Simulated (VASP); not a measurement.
Write the native input for VASP 6.6.1 that does the following.

* Task: single point
* Functional: PBE
* Dispersion: D3(BJ)
* Potentials or basis: VASP PAW PBE potentials, release 64 (Pt, S)
* Cutoff: 520 eV
* k mesh: 12 × 12 × 8
* Occupations: gaussian, width 0.02 eV
* Spin: no spin polarisation
* Dipole correction: no
* Further INCAR settings: ALGO = Normal; EDIFF = 1e-06; NBANDS = 18

The structure of PtS2 lies in POSCAR:

```
PtS2
1.0
    3.5833083341      0.0000000000      0.0000000000
   -1.7916541671      3.1032360469      0.0000000000
    0.0000000000      0.0000000000      4.6622743727
Pt S
1 2
Direct
    0.0000000000      0.0000000000      0.0000000000
    0.3333333333      0.6666666667      0.2587517398
    0.6666666667      0.3333333333      0.7412482602
```

The input as run:

INCAR

```
SYSTEM = PtS2
PREC = Accurate
ENCUT = 520
EDIFF = 1E-6
ISMEAR = 0
SIGMA = 0.02
LREAL = .FALSE.
LASPH = .TRUE.
NELM = 100
ALGO = Normal
ISIF = 2
LWAVE = .FALSE.
LCHARG = .TRUE.
GGA = PE
IVDW = 12
LELF = .TRUE.
LVHAR = .TRUE.
NBANDS = 18
```

KPOINTS

```
Automatic mesh
0
G
  12 12 8
  0 0 0
```

Potentials or basis: VASP PAW PBE potentials, release 64 (Pt, S).

Run with:

```sh
$ cat potpaw_PBE.64/Pt/POTCAR potpaw_PBE.64/S/POTCAR > POTCAR
$ mpirun -np 1 vasp_std > vasp.out
```

It gave:

```
Pressure                   : -0.5 GPa
Largest force              : 0.043 eV/Å
Band gap on the k mesh     : 0.07 eV, indirect (least direct gap 0.69 eV)
Dispersion energy per atom : -0.451 eV
```

Caveat: spin-orbit coupling is left out, which moves the levels of the heavy elements.

Run time: 3.5 min on 1 thread of AMD EPYC 7R43 64-Core Processor (Zen 3), with other jobs on the host, peak memory 0.23 GiB.
